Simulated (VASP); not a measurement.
# SnO2 (P1) in VASP: single point with PBEsol

Aim: the single point of SnO2 with PBEsol.

Program: VASP 6.6.1. These are calculated values, not measurements. Logs are shortened: lines on timing, memory, paths and dates and some standing lists are left out, and cuts for length are marked.

### Step 1. The cell of the first run

The typed cell holds 24 atoms: a = 6.744 Å, b = 6.744 Å, c = 8.001 Å, α = 114.92°, β = 114.92°, γ = 90.00°.

### Step 2. Single point, PBEsol

Contents of INCAR:

```
  ALGO = Normal
  EDIFF = 1E-7
  ENCUT = 520
  GGA = PS
  ISIF = 2
  ISMEAR = 0
  LASPH = True
  LCHARG = False
  LREAL = Auto
  LWAVE = False
  NBANDS = 122
  NELM = 100
  PREC = Accurate
  SIGMA = 0.02
```

Contents of KPOINTS:

```
k-points
0
Gamma
  3 3 3
```

Contents of POSCAR:

```
SnO2
1.0
   -4.7684401124      4.7684401124      0.0000000000
   -4.7684401124     -4.7684401124      0.0000000000
    4.7684401124      0.0000000000      6.4247916922
Sn O
8 16
Direct
    0.6240741321      0.1232076431      0.2503424313
    0.8741987424      0.3731476217      0.7503453609
    0.1243161659      0.6233426577      0.2503585873
    0.3742881116      0.8732443020      0.7503772449
    0.4991711430      0.4981912240      0.0003415867
    0.7494608575      0.7481768064      0.5003161880
   -0.0010175440     -0.0017520377      0.0003453898
    0.2491241509      0.2483098848      0.5003453950
    0.9303409478      0.1234046889      0.2504268954
    0.1805160725      0.3730797389      0.7504005526
    0.4305861386      0.6232444734      0.2504050689
    0.6804830590      0.8731852845      0.7502490693
    0.3177271912      0.1233530657      0.2502975616
    0.5679204974      0.3733412607      0.7503334940
    0.8179078645      0.6233308247      0.2502414245
    0.0680289151      0.8734304847      0.7504482867
    0.4993940335      0.1919764416      0.0003929077
    0.7489878112      0.4418876976      0.5003167458
   -0.0005975788      0.6919639888      0.0003385145
    0.2492105902      0.9419969722      0.5003268956
    0.4992187611      0.8044798689      0.0003307325
    0.7491070647      0.0544807791      0.5002890430
   -0.0008859170      0.3045404473      0.0003641825
    0.2488090192      0.5545650470      0.5003581384
```

Potentials or basis: VASP PAW PBE potentials, release 64 (Sn_d, O).

The run is started by

```bash
$ cat potpaw_PBE.64/Sn_d/POTCAR potpaw_PBE.64/O/POTCAR > POTCAR
$ mpirun -np 1 vasp_std > vasp.out
```

OUTCAR:

```text
EDIFF = 1E-7
   ENCUT = 520
   GGA = PS
   ISIF = 2
   ISMEAR = 0
   LASPH = True
   LREAL = Auto
   NELM = 100
   PREC = Accurate

 ion  position               nearest neighbor table
   1  0.624  0.123  0.250-   9 2.07  13 2.07  22 2.07  18 2.07  17 2.07  21 2.07   4 3.21   2 3.21
                             7 3.73   8 3.73   6 3.73   5 3.73   6 3.73   5 3.73   8 3.74   7 3.74
   2  0.874  0.373  0.750-  14 2.07  10 2.07  23 2.07  22 2.07  18 2.07  19 2.07   1 3.21   3 3.21
                             7 3.73   8 3.73   6 3.73   5 3.73   5 3.73   6 3.74   8 3.74   7 3.74
   3  0.124  0.623  0.250-  11 2.07  15 2.07  20 2.07  19 2.07  24 2.07  23 2.07   2 3.21   4 3.21
                             6 3.73   5 3.73   7 3.73   8 3.73   8 3.73   7 3.74   5 3.74   6 3.74
   4  0.374  0.873  0.750-  12 2.07  16 2.07  21 2.07  24 2.07  17 2.07  20 2.07   1 3.21   3 3.21
                             7 3.73   6 3.73   8 3.73   5 3.73   5 3.73   8 3.74   6 3.74   7 3.74
   5  0.499  0.498  0.000-  17 2.07  21 2.07  10 2.07  15 2.07  11 2.07  14 2.07   6 3.21   8 3.21
                             3 3.73   4 3.73   2 3.73   1 3.73   1 3.73   4 3.73   2 3.73   3 3.74
   6  0.749  0.748  0.500-  18 2.07  22 2.07  15 2.07  16 2.07  11 2.07  12 2.07   5 3.21   7 3.21
                             3 3.73   4 3.73   2 3.73   1 3.73   1 3.73   2 3.74   3 3.74   4 3.74
   7  0.999  0.998  0.000-  19 2.07  23 2.07  12 2.07  13 2.07   9 2.07  16 2.07   8 3.21   6 3.21
                             4 3.73   2 3.73   1 3.73   3 3.73   1 3.74   3 3.74   2 3.74   4 3.74
   8  0.249  0.248  0.500-  24 2.07  20 2.07  13 2.07  10 2.07   9 2.07  14 2.07   5 3.21   7 3.21
                             2 3.73   4 3.73   1 3.73   3 3.73   3 3.73   1 3.74   2 3.74   4 3.74
   9  0.930  0.123  0.250-   1 2.07   8 2.07   7 2.07
  10  0.181  0.373  0.750-   2 2.07   5 2.07   8 2.07
  11  0.431  0.623  0.250-   3 2.07   5 2.07   6 2.07
  12  0.680  0.873  0.750-   4 2.07   7 2.07   6 2.07
  13  0.318  0.123  0.250-   1 2.07   8 2.07   7 2.07
  14  0.568  0.373  0.750-   2 2.07   5 2.07   8 2.07
[... 8 lines left out ...]
  23  0.999  0.305  0.000-   7 2.07   2 2.07   3 2.07
  24  0.249  0.555  0.500-   8 2.07   4 2.07   3 2.07

  LATTYP: Found a body centered tetragonal cell.
 ALAT       =     6.7435926783
 C/A-ratio  =     1.9054506993

  Lattice vectors:

 A1 = (   0.0000000000,   4.7684401124,  -6.4247916922)
 A2 = (   0.0000000000,  -4.7684401124,  -6.4247916922)
 A3 = (  -4.7684401124,   0.0000000000,   6.4247916922)

Analysis of symmetry for initial positions (statically):
=====================================================================
 Subroutine PRICEL returns:
 Original cell was already a primitive cell.

 Routine SETGRP: Setting up the symmetry group for a
 body centered tetragonal supercell.

 Subroutine GETGRP returns: Found  1 space group operations
 (whereof  1 operations were pure point group operations)
 out of a pool of 16 trial point group operations.

The static configuration has the point symmetry C_1 .

Analysis of symmetry for dynamics (positions and initial velocities):
=====================================================================
 Subroutine PRICEL returns:
 Original cell was already a primitive cell.

 Routine SETGRP: Setting up the symmetry group for a
 body centered tetragonal supercell.

 Subroutine GETGRP returns: Found  1 space group operations
 (whereof  1 operations were pure point group operations)
 out of a pool of 16 trial point group operations.

The dynamic configuration has the point symmetry C_1 .

 Subroutine INISYM returns: Found  1 space group operations
 (whereof  1 operations are pure point group operations),
 and found     1 'primitive' translations

----------------------------------------------------------------------------------------

                                     Primitive cell

  volume of cell :     292.1741

  direct lattice vectors                    reciprocal lattice vectors
    -4.768440112  4.768440112  0.000000000    -0.104856093  0.104856093  0.077823535
    -4.768440112 -4.768440112  0.000000000    -0.104856093 -0.104856093  0.077823535
     4.768440112  0.000000000  6.424791692     0.000000000  0.000000000  0.155647070

  length of vectors
     6.743592678  6.743592678  8.000998025     0.167469708  0.167469708  0.155647070

  position of ions in fractional coordinates (direct lattice)
     0.624074132  0.123207643  0.250342431
     0.874198742  0.373147622  0.750345361
     0.124316166  0.623342658  0.250358587
     0.374288112  0.873244302  0.750377245
     0.499171143  0.498191224  0.000341587
     0.749460857  0.748176806  0.500316188
[... 16 lines left out ...]
     0.999114083  0.304540447  0.000364183
     0.248809019  0.554565047  0.500358138
[... 44 lines left out ...]
     0.055823236  0.055823236  0.051882357

  Shift w.r.t. Gamma in fractional coordinates (k-lattice)
     0.000000000  0.000000000  0.000000000

 Subroutine IBZKPT returns following result:
 ===========================================

 Found     14 irreducible k-points:

 Following reciprocal coordinates:
            Coordinates               Weight
  0.000000  0.000000  0.000000      1.000000
  0.333333  0.000000  0.000000      2.000000
  0.000000 -0.333333  0.333333      2.000000
 -0.333333  0.000000  0.333333      2.000000
  0.000000  0.333333  0.000000      2.000000
  0.333333  0.333333  0.000000      2.000000
  0.333333 -0.333333  0.333333      2.000000
 -0.333333 -0.333333 -0.333333      2.000000
 -0.333333  0.333333  0.333333      2.000000
 -0.333333  0.333333  0.000000      2.000000
  0.333333  0.333333 -0.333333      2.000000
  0.000000  0.000000  0.333333      2.000000
  0.333333  0.000000  0.333333      2.000000
  0.000000 -0.333333 -0.333333      2.000000
   k-points           NKPTS =     14   k-points in BZ     NKDIM =     14   number of bands    NBANDS=    122
   number of dos      NEDOS =    301   number of ions     NIONS =     24
   total plane-waves  NPLWV = 150000
   dimension x,y,z NGX =    50 NGY =   50 NGZ =   60
   dimension x,y,z NGXF=   100 NGYF=  100 NGZF=  120
   ions per type =               8  16
   NGX,Y,Z   is equivalent  to a cutoff of  12.33, 12.33, 12.47 a.u.
   NGXF,Y,Z  is equivalent  to a cutoff of  24.65, 24.65, 24.93 a.u.
 SYSTEM =  unknown system
   PREC   = accura    normal or accurate (medium, high low for compatibility)
   ISTART =      0    job   : 0-new  1-cont  2-samecut
   ICHARG =      2    charge: 1-file 2-atom 10-const
   ISPIN  =      1    spin polarized calculation?
   LNONCOLLINEAR =      F non collinear calculations
   LSORBIT =      F    spin-orbit coupling
   LASPH  =      T    aspherical Exc in radial PAW
   ENCUT  =  520.0 eV  38.22 Ry    6.18 a.u.  12.54 12.54 14.88*2*pi/ulx,y,z
   NELM   =    100;   NELMIN=  2; NELMDL= -5     # of ELM steps
   EDIFF  = 0.1E-06   stopping-criterion for ELM
   LREAL  =      T    real-space projection
   EDIFFG = 0.1E-05   stopping-criterion for IOM
   NSW    =      0    number of steps for IOM
   IBRION =     -1    ionic relax: 0-MD 1-quasi-New 2-CG
   NFREE  =      0    steps in history (QN), initial steepest desc. (CG)
   ISIF   =      2    stress and relaxation
   ISYM   =      2    0-nonsym 1-usesym 2-fastsym
   POTIM  = 0.5000    time-step for ionic-motion
   TEBEG  =    0.0;   TEEND  =   0.0 temperature during run
   PSTRESS=    0.0 pullay stress
   NELECT =     208.0000    total number of electrons
   NUPDOWN=      -1.0000    fix difference up-down
   EMIN   =  10.00;   EMAX   =-10.00  energy-range for DOS
   EFERMI =   0.00;   METHOD = LEGACY
   ISMEAR =     0;   SIGMA  =   0.02  broadening in eV -4-tet -1-fermi 0-gaus
   EFERMI_NEDOS =   21; number of points for ismear=-14 and -15
   IALGO  =     38    algorithm
   IMIX   =      4    mixing-type and parameters
     AMIX     =   0.40;   BMIX     =  1.00
     AMIX_MAG =   1.60;   BMIX_MAG =  1.00
  volume/ion in A,a.u.               =      12.17        82.15
  Fermi-wavevector in a.u.,A,eV,Ry     =   1.461780  2.762364 29.072943  2.136801
  Thomas-Fermi vector in A             =   2.578071
   LORBIT       =      0    0 simple, 1 ext, 2 COOP (PROOUT), +10 PAW based schemes
   GGA     = PS    functional components
   LHFCALC =     F    Hartree Fock is set to
   AEXX    =    0.0000 exact exchange contribution
   IVDW    =     0    specifies the selected vdW correction
   LEPSILON=     F    determine dielectric tensor
   LRPA    =     F    only Hartree local field effects (RPA)
 non-spin polarized calculation
 Gauss-broadening in eV      SIGMA  =   0.02
  energy-cutoff  :      520.00
  volume of cell :      292.17
 maximum number of plane-waves:      7882
 NGX is ok and might be reduce to    50
   NGX = 25   NGY = 25   NGZ = 29

 number of electron     208.0000016 magnetization

 Free energy of the ion-electron system (eV)
  ---------------------------------------------------
  ext. energy  EPLUGINS =         0.00000000
  ---------------------------------------------------
  free energy    TOTEN  =      -158.69903352 eV

  energy without entropy =     -158.69903352  energy(sigma->0) =     -158.69903352

 E-fermi :   5.9361     XC(G=0): -11.4263

 val. band max:        5.7784521556   @ k =   0.0000   0.0000   0.0000
 cond. band min:       6.6925215795   @ k =   0.0000   0.0000   0.0000
 fundamental gap:      0.9140694239
 Fermi energy:         5.9361420885

 k-point     1 :       0.0000    0.0000    0.0000
  band No.  band energies     occupation
      1     -15.2256      2.00000
      2     -14.9661      2.00000
      3     -14.9660      2.00000
      4     -14.7357      2.00000
      5     -14.7356      2.00000
      6     -14.7353      2.00000
[... 1655 lines left out ...]
    115      13.8377      0.00000
    116      13.9404      0.00000
 [bands above 116 left out]

------------------------ aborting loop because EDIFF is reached ----------------------------------------

  FORCE on cell =-STRESS in cart. coord.  units (eV):
  Direction    XX          YY          ZZ          XY          YZ          ZX
  --------------------------------------------------------------------------------------
  -------------------------------------------------------------------------------------
  Total        1.0134926      1.0592171      1.4207635     -0.0163237      0.0116939     -0.0161506
  in kB        5.5576276      5.8083643      7.7909544     -0.0895132      0.0641249     -0.0885642
  external PRESSURE =       6.3856488 kB  Pullay stress =       0.0000000 kB

 VOLUME and BASIS-vectors are now :
 -----------------------------------------------------------------------------
  energy-cutoff  :      520.00
  volume of cell :      292.17
      direct lattice vectors                 reciprocal lattice vectors
    -4.768440112  4.768440112  0.000000000    -0.104856093  0.104856093  0.077823535
    -4.768440112 -4.768440112  0.000000000    -0.104856093 -0.104856093  0.077823535
     4.768440112  0.000000000  6.424791692     0.000000000  0.000000000  0.155647070

 POSITION                                       TOTAL-FORCE (eV/Angst)
 -----------------------------------------------------------------------------------
     -2.36963      2.38835      1.60840        -0.005179     -0.004722     -0.004058
     -2.36992      2.38923      4.82081         0.000244     -0.012934      0.000183
     -2.37135     -2.37958      1.60850        -0.001199     -0.002640     -0.005895
     -2.37065     -2.37924      4.82102         0.000871     -0.014945     -0.002583
     -4.75423      0.00467      0.00219         0.000821      0.001976      0.000994
     -4.75567      0.00612      3.21443         0.003309     -0.007777      0.002159
[... 16 lines left out ...]
     -6.21466      3.31203      0.00234         0.010552      0.012391      0.002924
     -1.44491     -1.45798      3.21470         0.007120      0.017719     -0.001323
 -----------------------------------------------------------------------------------
    total drift:                               -0.013789     -0.007013     -0.000889

  FREE ENERGIE OF THE ION-ELECTRON SYSTEM (eV)
  ---------------------------------------------------
  free  energy   TOTEN  =      -158.6990335232 eV

  energy  without entropy=     -158.6990335232  energy(sigma->0) =     -158.69903352
```

Wall time 28 min (1 thread of AMD EPYC 7R13, shared host); peak memory 0.54 GiB.

What came out:

| Property | Result |
| --- | --- |
| Free energy | -158.6990 eV |
| Pressure | 0.6 GPa |
| Largest force | 0.023 eV/Å |
| Band gap on the k mesh | 0.91 eV |

Forces on the atoms (eV/Å):
```
Sn  -0.005 -0.005 -0.004
Sn   0.000 -0.013  0.000
Sn  -0.001 -0.003 -0.006
Sn   0.001 -0.015 -0.003
Sn   0.001  0.002  0.001
Sn   0.003 -0.008  0.002
Sn   0.000 -0.002  0.004
Sn  -0.004  0.003 -0.001
O    0.008 -0.003 -0.005
O    0.012 -0.015 -0.004
O    0.014 -0.012  0.001
O    0.012 -0.010 -0.003
O   -0.014  0.017  0.000
O   -0.007  0.015  0.000
O   -0.015  0.018  0.003
O   -0.006  0.015  0.001
O   -0.004 -0.009 -0.004
O   -0.019 -0.009  0.008
O   -0.006 -0.013 -0.004
O   -0.012 -0.011  0.006
O    0.011  0.010  0.002
O    0.015  0.018  0.003
O    0.011  0.012  0.003
O    0.007  0.018 -0.001
```

Stress tensor (GPa, compression positive):
```
 0.56 -0.01 -0.01
-0.01  0.58  0.01
-0.01  0.01  0.78
```

Caveat: the PAW data sets were made with another functional, which shifts forces and pressure a little; spin-orbit coupling is left out, which moves the levels of the heavy elements.
